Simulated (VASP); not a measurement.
# SbSe2 (Fm-3m) in VASP: notebook, part 2 of 2

VASP 6.6.1. Earlier steps stand in the parts before.

## 3. Single point, PBE

This run uses another cell than the first one, of 30.34 Å³/atom, 1.102 times its volume.

Input file INCAR:

```
SYSTEM = SbSe2
PREC = Accurate
ENCUT = 520
EDIFF = 1E-7
ISMEAR = 0
SIGMA = 0.1
LREAL = .False.
LASPH = .True.
NELM = 80
ALGO = Normal
ISIF = 2
LWAVE = .False.
LCHARG = .False.
GGA = PE
NBANDS = 16
```

Input file KPOINTS:

```
regular mesh
0
Gamma
  4 4 4
  0 0 0
```

Input file POSCAR:

```
SbSe2
1.0
    0.0000000000      3.5703605200      3.5703605200
    3.5703605200      0.0000000000      3.5703605200
    3.5703605200      3.5703605200      0.0000000000
Sb Se
1 2
Direct
    0.0000000000      0.0000000000      0.0000000000
    0.2500000000      0.2500000000      0.2500000000
    0.7500000000      0.7500000000      0.7500000000
```

Potentials or basis: VASP PAW PBE potentials, release 64 (Sb, Se).

Run with:

```console
$ cat potpaw_PBE.64/Sb/POTCAR potpaw_PBE.64/Se/POTCAR > POTCAR
$ mpirun -np 1 vasp_std > vasp.out
```

OUTCAR:

```text
SYSTEM = SbSe2
   PREC = Accurate
   ENCUT = 520
   EDIFF = 1E-7
   ISMEAR = 0
   LREAL = .False.
   LASPH = .True.
   NELM = 80
   ISIF = 2
   GGA = PE

 ion  position               nearest neighbor table
   1  0.000  0.000  0.000-   2 3.09   3 3.09   3 3.09   3 3.09   3 3.09   2 3.09   2 3.09   2 3.09

   2  0.250  0.250  0.250-   1 3.09   1 3.09   1 3.09   1 3.09
   3  0.750  0.750  0.750-   1 3.09   1 3.09   1 3.09   1 3.09

  LATTYP: Found a face centered cubic cell.
 ALAT       =     7.1407210400

  Lattice vectors:

 A1 = (   0.0000000000,   3.5703605200,   3.5703605200)
 A2 = (   3.5703605200,   0.0000000000,   3.5703605200)
 A3 = (   3.5703605200,   3.5703605200,   0.0000000000)

Analysis of symmetry for initial positions (statically):
=====================================================================
 Subroutine PRICEL returns:
 Original cell was already a primitive cell.

 Routine SETGRP: Setting up the symmetry group for a
 face centered cubic supercell.

 Subroutine GETGRP returns: Found 48 space group operations
 (whereof 48 operations were pure point group operations)
 out of a pool of 48 trial point group operations.

The static configuration has the point symmetry O_h .

Analysis of symmetry for dynamics (positions and initial velocities):
=====================================================================
 Subroutine PRICEL returns:
 Original cell was already a primitive cell.

 Routine SETGRP: Setting up the symmetry group for a
 face centered cubic supercell.

 Subroutine GETGRP returns: Found 48 space group operations
 (whereof 48 operations were pure point group operations)
 out of a pool of 48 trial point group operations.

The dynamic configuration has the point symmetry O_h .

 Subroutine INISYM returns: Found 48 space group operations
 (whereof 48 operations are pure point group operations),
 and found     1 'primitive' translations

----------------------------------------------------------------------------------------

                                     Primitive cell

  volume of cell :      91.0262

  direct lattice vectors                    reciprocal lattice vectors
     0.000000000  3.570360520  3.570360520    -0.140041880  0.140041880  0.140041880
     3.570360520  0.000000000  3.570360520     0.140041880 -0.140041880  0.140041880
     3.570360520  3.570360520  0.000000000     0.140041880  0.140041880 -0.140041880

  length of vectors
     5.049252270  5.049252270  5.049252270     0.242559652  0.242559652  0.242559652

  position of ions in fractional coordinates (direct lattice)
     0.000000000  0.000000000  0.000000000
     0.250000000  0.250000000  0.250000000
     0.750000000  0.750000000  0.750000000

  ion indices of the primitive-cell ions
   primitive index   ion index
                 1           1
                 2           2
                 3           3

----------------------------------------------------------------------------------------

 KPOINTS: regular mesh

Automatic generation of k-mesh.
 Grid dimensions read from file:
 generate k-points for:    4    4    4

 Generating k-lattice:

  Cartesian coordinates                     Fractional coordinates (reciprocal lattice)
    -0.035010470  0.035010470  0.035010470     0.250000000  0.000000000  0.000000000
     0.035010470 -0.035010470  0.035010470     0.000000000  0.250000000  0.000000000
     0.035010470  0.035010470 -0.035010470     0.000000000  0.000000000  0.250000000

  Length of vectors
     0.060639913  0.060639913  0.060639913

  Shift w.r.t. Gamma in fractional coordinates (k-lattice)
     0.000000000  0.000000000  0.000000000

 Subroutine IBZKPT returns following result:
 ===========================================

 Found      8 irreducible k-points:

 Following reciprocal coordinates:
            Coordinates               Weight
  0.000000  0.000000  0.000000      1.000000
  0.250000  0.000000  0.000000      8.000000
  0.500000  0.000000  0.000000      4.000000
  0.250000  0.250000  0.000000      6.000000
  0.500000  0.250000  0.000000     24.000000
 -0.250000  0.250000  0.000000     12.000000
  0.500000  0.500000  0.000000      3.000000
 -0.250000  0.500000  0.250000      6.000000
   k-points           NKPTS =      8   k-points in BZ     NKDIM =      8   number of bands    NBANDS=     16
   number of dos      NEDOS =    301   number of ions     NIONS =      3
   total plane-waves  NPLWV =  64000
   dimension x,y,z NGX =    40 NGY =   40 NGZ =   40
   dimension x,y,z NGXF=    80 NGYF=   80 NGZF=   80
   ions per type =               1   2
   NGX,Y,Z   is equivalent  to a cutoff of  13.17, 13.17, 13.17 a.u.
   NGXF,Y,Z  is equivalent  to a cutoff of  26.34, 26.34, 26.34 a.u.
 SYSTEM =  SbSe2
   PREC   = accura    normal or accurate (medium, high low for compatibility)
   ISTART =      0    job   : 0-new  1-cont  2-samecut
   ICHARG =      2    charge: 1-file 2-atom 10-const
   ISPIN  =      1    spin polarized calculation?
   LNONCOLLINEAR =      F non collinear calculations
   LSORBIT =      F    spin-orbit coupling
   LASPH  =      T    aspherical Exc in radial PAW
   ENCUT  =  520.0 eV  38.22 Ry    6.18 a.u.   9.39  9.39  9.39*2*pi/ulx,y,z
   NELM   =     80;   NELMIN=  2; NELMDL= -5     # of ELM steps
   EDIFF  = 0.1E-06   stopping-criterion for ELM
   LREAL  =      F    real-space projection
   EDIFFG = 0.1E-05   stopping-criterion for IOM
   NSW    =      0    number of steps for IOM
   IBRION =     -1    ionic relax: 0-MD 1-quasi-New 2-CG
   NFREE  =      0    steps in history (QN), initial steepest desc. (CG)
   ISIF   =      2    stress and relaxation
   ISYM   =      2    0-nonsym 1-usesym 2-fastsym
   POTIM  = 0.5000    time-step for ionic-motion
   TEBEG  =    0.0;   TEEND  =   0.0 temperature during run
   PSTRESS=    0.0 pullay stress
   NELECT =      17.0000    total number of electrons
   NUPDOWN=      -1.0000    fix difference up-down
   EMIN   =  10.00;   EMAX   =-10.00  energy-range for DOS
   EFERMI =   0.00;   METHOD = LEGACY
   ISMEAR =     0;   SIGMA  =   0.10  broadening in eV -4-tet -1-fermi 0-gaus
   EFERMI_NEDOS =   21; number of points for ismear=-14 and -15
   IALGO  =     38    algorithm
   IMIX   =      4    mixing-type and parameters
     AMIX     =   0.40;   BMIX     =  1.00
     AMIX_MAG =   1.60;   BMIX_MAG =  1.00
  volume/ion in A,a.u.               =      30.34       204.76
  Fermi-wavevector in a.u.,A,eV,Ry     =   0.935770  1.768349 11.914150  0.875665
  Thomas-Fermi vector in A             =   2.062711
   LORBIT       =      0    0 simple, 1 ext, 2 COOP (PROOUT), +10 PAW based schemes
   GGA     = PE    functional components
   LHFCALC =     F    Hartree Fock is set to
   AEXX    =    0.0000 exact exchange contribution
   IVDW    =     0    specifies the selected vdW correction
   LEPSILON=     F    determine dielectric tensor
   LRPA    =     F    only Hartree local field effects (RPA)
 non-spin polarized calculation
 Gauss-broadening in eV      SIGMA  =   0.10
  energy-cutoff  :      520.00
  volume of cell :       91.03
 maximum number of plane-waves:      2477
 NGX is ok and might be reduce to    40
   NGX = 19   NGY = 19   NGZ = 19

 number of electron      16.9999999 magnetization

 Free energy of the ion-electron system (eV)
  ---------------------------------------------------
  ext. energy  EPLUGINS =         0.00000000
  ---------------------------------------------------
  free energy    TOTEN  =       -10.67076971 eV

  energy without entropy =      -10.65795781  energy(sigma->0) =      -10.66436376

 E-fermi :   3.1266     XC(G=0):  -8.8025

 val. band max:        2.9941208132   @ k =   0.2500   0.0000   0.0000
 cond. band min:       3.1374885994   @ k =  -0.2500   0.2500   0.0000
 fundamental gap:      0.1433677861
 Fermi energy:         3.1266193311

 k-point     1 :       0.0000    0.0000    0.0000
  band No.  band energies     occupation
      1     -10.2027      2.00000
      2      -7.9966      2.00000
      3      -3.7934      2.00000
      4       0.7944      2.00000
      5       0.7944      2.00000
      6       0.7944      2.00000
[... 8 lines left out ...]
     15       9.4892      0.00000
     16      14.4666      0.00000
[... 115 lines left out ...]
 k-point     8 :      -0.2500    0.5000    0.2500
  band No.  band energies     occupation
      1      -8.8339      2.00000
      2      -8.8339      2.00000
      3      -6.0023      2.00000
      4      -1.2425      2.00000
      5       0.4722      2.00000
      6       0.4722      2.00000
[... 8 lines left out ...]
     15      11.4148      0.00000
     16      11.5447      0.00000

------------------------ aborting loop because EDIFF is reached ----------------------------------------

  FORCE on cell =-STRESS in cart. coord.  units (eV):
  Direction    XX          YY          ZZ          XY          YZ          ZX
  --------------------------------------------------------------------------------------
  -------------------------------------------------------------------------------------
  Total       -2.5494695     -2.5494695     -2.5494695     -0.0000000     -0.0000000      0.0000000
  in kB      -44.8739390    -44.8739390    -44.8739390     -0.0000000     -0.0000000      0.0000000
  external PRESSURE =     -44.8739390 kB  Pullay stress =       0.0000000 kB

 VOLUME and BASIS-vectors are now :
 -----------------------------------------------------------------------------
  energy-cutoff  :      520.00
  volume of cell :       91.03
      direct lattice vectors                 reciprocal lattice vectors
     0.000000000  3.570360520  3.570360520    -0.140041880  0.140041880  0.140041880
     3.570360520  0.000000000  3.570360520     0.140041880 -0.140041880  0.140041880
     3.570360520  3.570360520  0.000000000     0.140041880  0.140041880 -0.140041880

 POSITION                                       TOTAL-FORCE (eV/Angst)
 -----------------------------------------------------------------------------------
      0.00000      0.00000      0.00000        -0.000000      0.000000     -0.000000
      1.78518      1.78518      1.78518         0.000000      0.000000     -0.000000
      5.35554      5.35554      5.35554        -0.000000     -0.000000      0.000000
 -----------------------------------------------------------------------------------
    total drift:                                0.000000     -0.000000      0.000000

  FREE ENERGIE OF THE ION-ELECTRON SYSTEM (eV)
  ---------------------------------------------------
  free  energy   TOTEN  =       -10.6707697139 eV

  energy  without entropy=      -10.6579578136  energy(sigma->0) =      -10.66436376
```

OSZICAR:

```text
N       E                     dE             d eps       ncg     rms          rms(c)
DAV:   1     0.737134719438E+02    0.73713E+02   -0.56835E+03   256   0.795E+02
DAV:   2    -0.578409877018E+01   -0.79498E+02   -0.74052E+02   352   0.149E+02
DAV:   3    -0.109654708189E+02   -0.51814E+01   -0.51238E+01   296   0.402E+01
DAV:   4    -0.110097874751E+02   -0.44317E-01   -0.44311E-01   328   0.451E+00
DAV:   5    -0.110103359052E+02   -0.54843E-03   -0.54836E-03   312   0.512E-01    0.351E+00
DAV:   6    -0.106655698689E+02    0.34477E+00   -0.43984E-01   256   0.349E+00    0.204E+00
DAV:   7    -0.106687396406E+02   -0.31698E-02   -0.97712E-02   336   0.142E+00    0.957E-01
DAV:   8    -0.106702026851E+02   -0.14630E-02   -0.54871E-03   296   0.437E-01    0.258E-01
DAV:   9    -0.106706613931E+02   -0.45871E-03   -0.11438E-03   328   0.219E-01    0.724E-02
DAV:  10    -0.106707665925E+02   -0.10520E-03   -0.24795E-04   272   0.941E-02    0.241E-02
DAV:  11    -0.106707651265E+02    0.14660E-05   -0.10851E-05   360   0.228E-02    0.502E-03
DAV:  12    -0.106707692756E+02   -0.41490E-05   -0.89941E-06   256   0.145E-02    0.336E-03
DAV:  13    -0.106707694376E+02   -0.16202E-06   -0.11693E-07   296   0.182E-03    0.150E-03
DAV:  14    -0.106707697100E+02   -0.27239E-06   -0.13204E-07   240   0.179E-03    0.130E-03
DAV:  15    -0.106707697139E+02   -0.38689E-08   -0.95590E-09   208   0.504E-04
   1 F= -.10670770E+02 E0= -.10664364E+02  d E =-.128119E-01
```

It took 9 s on 1 thread of Intel Xeon 6975P-C (Granite Rapids), shared host; peak memory 0.23 GiB.

What came out:

```
Free energy : -10.6708 eV
Pressure    : -4.5 GPa
```

Caveat: the k points lie up to 0.38 Å⁻¹ apart; spin-orbit coupling is left out, which moves the levels of the heavy elements.
